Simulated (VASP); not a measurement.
# AlO2 (Cmcm) in VASP: a series of runs, part 3 of 3

VASP 6.6.1. Earlier steps stand in the parts before.

## 6. Relaxation of cell and atoms, PBEsol, target pressure 20 GPa, at which the enthalpy is minimised

INCAR

```
SYSTEM = AlO2
ALGO = Normal ; EDIFF = 1E-7
EDIFFG = -0.01 ; ENCUT = 600
GGA = PS ; IBRION = 2
ISIF = 3 ; ISMEAR = -1
LASPH = .True. ; LCHARG = .False.
LREAL = .False. ; LWAVE = .False.
NELM = 100 ; NSW = 60
PREC = Accurate ; PSTRESS = 200.0
SIGMA = 0.05
```

KPOINTS

```
k-points
0
Gamma
  9 9 7
  0 0 0
```

POSCAR

```
AlO2
1.0
    1.4881620000     -5.4028330000      0.0000000000
    1.4881620000      5.4028330000      0.0000000000
    0.0000000000      0.0000000000      3.6466120000
Al O
2 4
Direct
    0.6681330000      0.3318670000      0.7500000000
    0.3318670000      0.6681330000      0.2500000000
    0.0610720000      0.9389280000      0.7500000000
    0.9389280000      0.0610720000      0.2500000000
    0.2941840000      0.7058160000      0.7500000000
    0.7058160000      0.2941840000      0.2500000000
```

Potentials or basis: VASP PAW PBE potentials, release 64 (Al, O).

Run with:

```sh
cat potpaw_PBE.64/Al/POTCAR potpaw_PBE.64/O/POTCAR > POTCAR
mpirun -np 1 vasp_std > vasp.out
```

OUTCAR:

```text
SYSTEM = AlO2
   EDIFF = 1E-7
   EDIFFG = -0.01
   ENCUT = 600
   GGA = PS
   IBRION = 2
   ISIF = 3
   ISMEAR = -1
   LASPH = .True.
   LREAL = .False.
   NELM = 100
   NSW = 60
   PREC = Accurate
   PSTRESS = 200.0

 ion  position               nearest neighbor table
   1  0.668  0.332  0.750-   6 1.87   6 1.87   3 1.88   3 1.88   5 2.02   5 2.02   2 2.94   2 2.94
                             2 2.94   2 2.94
   2  0.332  0.668  0.250-   5 1.87   5 1.87   4 1.88   4 1.88   6 2.02   6 2.02   1 2.94   1 2.94
                             1 2.94   1 2.94
   3  0.061  0.939  0.750-   1 1.88   1 1.88
   4  0.939  0.061  0.250-   2 1.88   2 1.88
   5  0.294  0.706  0.750-   2 1.87   2 1.87   1 2.02   1 2.02
   6  0.706  0.294  0.250-   1 1.87   1 1.87   2 2.02   2 2.02

  LATTYP: Found a base centered orthorhombic cell.
 ALAT       =     2.9763240000
 B/A-ratio  =     3.6305408954
 C/A-ratio  =     1.2252066643

  Lattice vectors:

 A1 = (   1.4881620000,  -5.4028330000,   0.0000000000)
 A2 = (   1.4881620000,   5.4028330000,   0.0000000000)
 A3 = (   0.0000000000,   0.0000000000,   3.6466120000)

Analysis of symmetry for initial positions (statically):
=====================================================================
 Subroutine PRICEL returns:
 Original cell was already a primitive cell.

 Routine SETGRP: Setting up the symmetry group for a
 base centered orthorhombic supercell.

 Subroutine GETGRP returns: Found  8 space group operations
 (whereof  4 operations were pure point group operations)
 out of a pool of  8 trial point group operations.

The static configuration has the point symmetry C_2h.
 The point group associated with its full space group is D_2h.

Analysis of symmetry for dynamics (positions and initial velocities):
=====================================================================
 Subroutine PRICEL returns:
 Original cell was already a primitive cell.

 Routine SETGRP: Setting up the symmetry group for a
 base centered orthorhombic supercell.

 Subroutine GETGRP returns: Found  8 space group operations
 (whereof  4 operations were pure point group operations)
 out of a pool of  8 trial point group operations.

The dynamic configuration has the point symmetry C_2h.
 The point group associated with its full space group is D_2h.

 Subroutine INISYM returns: Found  8 space group operations
 (whereof  4 operations are pure point group operations),
 and found     1 'primitive' translations

----------------------------------------------------------------------------------------

                                     Primitive cell

  volume of cell :      58.6396

  direct lattice vectors                    reciprocal lattice vectors
     1.488162000 -5.402833000  0.000000000     0.335984926 -0.092544041  0.000000000
     1.488162000  5.402833000  0.000000000     0.335984926  0.092544041  0.000000000
     0.000000000  0.000000000  3.646612000     0.000000000  0.000000000  0.274227146

  length of vectors
     5.604036988  5.604036988  3.646612000     0.348497160  0.348497160  0.274227146

  position of ions in fractional coordinates (direct lattice)
     0.668133000  0.331867000  0.750000000
[... 69 lines left out ...]
   number of dos      NEDOS =    301   number of ions     NIONS =      6
   total plane-waves  NPLWV =  69120
   dimension x,y,z NGX =    48 NGY =   48 NGZ =   30
   dimension x,y,z NGXF=    96 NGYF=   96 NGZF=   60
   ions per type =               2   4
   NGX,Y,Z   is equivalent  to a cutoff of  14.24, 14.24, 13.68 a.u.
   NGXF,Y,Z  is equivalent  to a cutoff of  28.48, 28.48, 27.35 a.u.
 SYSTEM =  AlO2
   PREC   = accura    normal or accurate (medium, high low for compatibility)
   ISTART =      0    job   : 0-new  1-cont  2-samecut
   ICHARG =      2    charge: 1-file 2-atom 10-const
   ISPIN  =      1    spin polarized calculation?
   LNONCOLLINEAR =      F non collinear calculations
   LSORBIT =      F    spin-orbit coupling
   LASPH  =      T    aspherical Exc in radial PAW
   ENCUT  =  600.0 eV  44.10 Ry    6.64 a.u.  11.19 11.19  7.28*2*pi/ulx,y,z
   NELM   =    100;   NELMIN=  2; NELMDL= -5     # of ELM steps
   EDIFF  = 0.1E-06   stopping-criterion for ELM
   LREAL  =      F    real-space projection
   EDIFFG = -.1E-01   stopping-criterion for IOM
   NSW    =     60    number of steps for IOM
   IBRION =      2    ionic relax: 0-MD 1-quasi-New 2-CG
   NFREE  =      1    steps in history (QN), initial steepest desc. (CG)
   ISIF   =      3    stress and relaxation
   ISYM   =      2    0-nonsym 1-usesym 2-fastsym
   POTIM  = 0.5000    time-step for ionic-motion
   TEBEG  =    0.0;   TEEND  =   0.0 temperature during run
   PSTRESS=  200.0 pullay stress
   NELECT =      30.0000    total number of electrons
   NUPDOWN=      -1.0000    fix difference up-down
   EMIN   =  10.00;   EMAX   =-10.00  energy-range for DOS
   EFERMI =   0.00;   METHOD = LEGACY
   ISMEAR =    -1;   SIGMA  =   0.05  broadening in eV -4-tet -1-fermi 0-gaus
   EFERMI_NEDOS =   21; number of points for ismear=-14 and -15
   IALGO  =     38    algorithm
   IMIX   =      4    mixing-type and parameters
     AMIX     =   0.40;   BMIX     =  1.00
     AMIX_MAG =   1.60;   BMIX_MAG =  1.00
  volume/ion in A,a.u.               =       9.77        65.95
  Fermi-wavevector in a.u.,A,eV,Ry     =   1.309337  2.474288 23.325334  1.714364
  Thomas-Fermi vector in A             =   2.439943
   LORBIT       =      0    0 simple, 1 ext, 2 COOP (PROOUT), +10 PAW based schemes
   GGA     = PS    functional components
   LHFCALC =     F    Hartree Fock is set to
   AEXX    =    0.0000 exact exchange contribution
   IVDW    =     0    specifies the selected vdW correction
   LEPSILON=     F    determine dielectric tensor
   LRPA    =     F    only Hartree local field effects (RPA)
 conjugate gradient relaxation of ions
 non-spin polarized calculation
  energy-cutoff  :      600.00
  volume of cell :       58.64
 maximum number of plane-waves:      1973
 NGX is ok and might be reduce to    48
   NGX = 23   NGY = 23   NGZ = 15

--------------------------------------- Ionic step        1  -------------------------------------------

 number of electron      29.9999997 magnetization

 Free energy of the ion-electron system (eV)
  ---------------------------------------------------
  ext. energy  EPLUGINS =         0.00000000
  ---------------------------------------------------
  free energy    TOTEN  =       -41.63699180 eV

  energy without entropy =      -41.59776437  energy(sigma->0) =      -41.61737808

------------------------ aborting loop because EDIFF is reached ----------------------------------------

  FORCE on cell =-STRESS in cart. coord.  units (eV):
  Direction    XX          YY          ZZ          XY          YZ          ZX
  --------------------------------------------------------------------------------------
  -------------------------------------------------------------------------------------
  Total       -2.3428723     -2.5473669     -1.8584257      0.0000000      0.0000000      0.0000000
  in kB      -64.0129584    -69.6002473    -50.7767002      0.0000000      0.0000000      0.0000000
  external PRESSURE =    -261.4633020 kB  Pullay stress =     200.0000000 kB
[... 109 lines left out ...]
  energy  without entropy=      -41.3809425048  energy(sigma->0) =      -41.39766413

  enthalpy is  TOTEN    =       -34.9773532366 eV   P V=        6.4370325109

[... ionic steps 4 to 14 ...]

--------------------------------------- Ionic step       15  -------------------------------------------

 number of electron      30.0000004 magnetization

------------------------ aborting loop because EDIFF is reached ----------------------------------------
[... 79 lines left out ...]
--------------------------------------- Ionic step       17  -------------------------------------------

 number of electron      30.0000004 magnetization

 Free energy of the ion-electron system (eV)
  ---------------------------------------------------
  ext. energy  EPLUGINS =         0.00000000
  ---------------------------------------------------
  free energy    TOTEN  =       -42.33053748 eV

  energy without entropy =      -42.33053594  energy(sigma->0) =      -42.33053671

 E-fermi :   7.2560     XC(G=0): -12.3291

 val. band max:        6.6942768135   @ k =   0.1111   0.1111   0.4286
 cond. band min:       7.8360256221   @ k =   0.0000   0.0000   0.4286
 fundamental gap:      1.1417488087
 Fermi energy:         7.2559630985

 k-point     1 :       0.0000    0.0000    0.0000
  band No.  band energies     occupation
      1     -14.1854      2.00000
      2     -12.0176      2.00000
      3      -9.6882      2.00000
      4      -8.8953      2.00000
      5      -0.7863      2.00000
      6       0.4432      2.00000
[... 505 lines left out ...]
      6       0.4580      2.00000
[... 11 lines left out ...]
     18      16.2245      0.00000
     19      17.3788      0.00000

 [... further k-points ...]
[... 5 lines left out ...]
  --------------------------------------------------------------------------------------
  -------------------------------------------------------------------------------------
  Total        5.8811767      5.9058038      5.9216465      0.0000000     -0.0000000      0.0000000
  in kB      199.7582767    200.5947524    201.1328631      0.0000000     -0.0000000      0.0000000
  external PRESSURE =       0.4952974 kB  Pullay stress =     200.0000000 kB
[... 25 lines left out ...]
  energy  without entropy=      -42.3305359365  energy(sigma->0) =      -42.33053671

  enthalpy is  TOTEN    =       -36.4422440912 eV   P V=        5.8882933921

 reached required accuracy - stopping structural energy minimisation
```

It took 18 min on 1 thread of Intel Xeon 6975P-C (Granite Rapids), shared host; peak memory 0.34 GiB.

Results:

```
Free energy                                            : -42.3305 eV
Relaxed volume                                         : 7.86 Å³/atom
Relaxed cell                                           : a = 4.943 Å, b = 4.943 Å, c = 3.524 Å, α = 90.00°, β = 90.00°, γ = 146.78°
Space group after relaxing (to 0.05 Å)                 : Cmcm (No. 63)
Energy change on relaxing (the enthalpy is what falls) : -115.6 meV/atom
Ionic steps                                            : 17
Pressure after relaxing                                : 20.0 GPa
Largest force after relaxing                           : 0.007 eV/Å
Band gap on the k mesh                                 : 1.14 eV, indirect (least direct gap 1.19 eV)
```

Forces on the atoms (eV/Å):
```
Al   0.000  0.003  0.000
Al   0.000 -0.003  0.000
O    0.000  0.003  0.000
O    0.000 -0.003  0.000
O    0.000 -0.007  0.000
O    0.000  0.007  0.000
```

Step by step:
```tsv
step	energy change (eV)	largest force (eV/Å)	pressure (GPa)	volume (Å³)
1	0.0000	0.6503	-6.15	58.64
2	1.4331	3.5238	58.29	46.12
3	0.2226	2.0279	21.18	51.57
4	-0.0612	2.6080	22.24	49.87
5	-0.1800	1.3776	32.29	44.93
6	-0.4565	1.3889	26.63	46.80
7	-0.4249	0.7922	28.48	46.04
8	-0.6615	1.2483	5.56	48.82
9	-0.6462	0.7748	18.41	47.12
10	-0.6602	0.1885	21.32	46.93
11	-0.6652	0.1400	20.85	46.96
12	-0.7044	0.1444	19.47	47.27
13	-0.6883	0.0607	20.08	47.13
14	-0.6967	0.0103	19.88	47.20
15	-0.6964	0.0088	19.89	47.19
16	-0.6924	0.0079	20.11	47.16
17	-0.6935	0.0073	20.05	47.17
```

Final structure:
```
Al O
1.0
     1.41298   -4.73662    0.00000
     1.41298    4.73662    0.00000
     0.00000    0.00000    3.52399
Al O
2 4
Direct
  0.66048 0.33952 0.75000
  0.33952 0.66048 0.25000
  0.02552 0.97448 0.75000
  0.97448 0.02552 0.25000
  0.29770 0.70230 0.75000
  0.70230 0.29770 0.25000
```

Levels at points of the mesh, in eV from the valence-band top:
| k point | band 13 | band 14 | band 15 | band 16 | band 17 | band 18 |
| --- | --- | --- | --- | --- | --- | --- |
| (0.00, 0.00, 0.00) | -0.67 | -0.56 | -0.09 | 3.08 | 6.53 | 9.69 |

Caveat: the cell is relaxed towards a set pressure, so the enthalpy falls and the energy may rise; the volume moved by over 15 % at a fixed basis, so the end points are rough; the PAW data sets were made with another functional, which shifts forces and pressure a little. A hybrid or GW would open this gap; PBEsol tends to underestimate it.

## 7. The runs side by side

| task | level | cell | cutoff (eV) | gap on the mesh (eV) | pressure (GPa) | largest force (eV/Å) |
| --- | --- | --- | --- | --- | --- | --- |
| single point | PBE | a = 5.604, b = 5.604, c = 3.647 Å, angles 90.0, 90.0, 149.2°, 6 atoms | 520 | none | -1.3 | 0.70 |
| single point | PBE | a = 5.641, b = 5.641, c = 3.671 Å, angles 90.0, 90.0, 149.2°, 6 atoms | 520 | none | -4.7 | 0.52 |
| single point | PBE | a = 5.678, b = 5.678, c = 3.695 Å, angles 90.0, 90.0, 149.2°, 6 atoms | 520 | none | -7.7 | 0.36 |
| single point | PBE | a = 5.714, b = 5.714, c = 3.718 Å, angles 90.0, 90.0, 149.2°, 6 atoms | 520 | none | -10.5 | 0.20 |
| relaxation of cell and atoms | PBEsol | relaxed to 20 GPa from a = 5.604, b = 5.604, c = 3.647 Å, angles 90.0, 90.0, 149.2°, 6 atoms | 600 | 1.14 | 20.0 | 0.01 |

Alike in all rows: potentials or basis VASP PAW PBE potentials, release 64 (Al, O); no spin polarisation; k mesh 9 × 9 × 7; smearing fermi-dirac 0.05 eV.

Caveats: the cell is relaxed towards a set pressure, so the enthalpy falls and the energy may rise (some runs); the volume moved by over 15 % at a fixed basis, so the end points are rough (some runs); the PAW data sets were made with another functional, which shifts forces and pressure a little (some runs).

Total energies depend on the potentials used, so only differences within one code and one set of settings carry meaning.
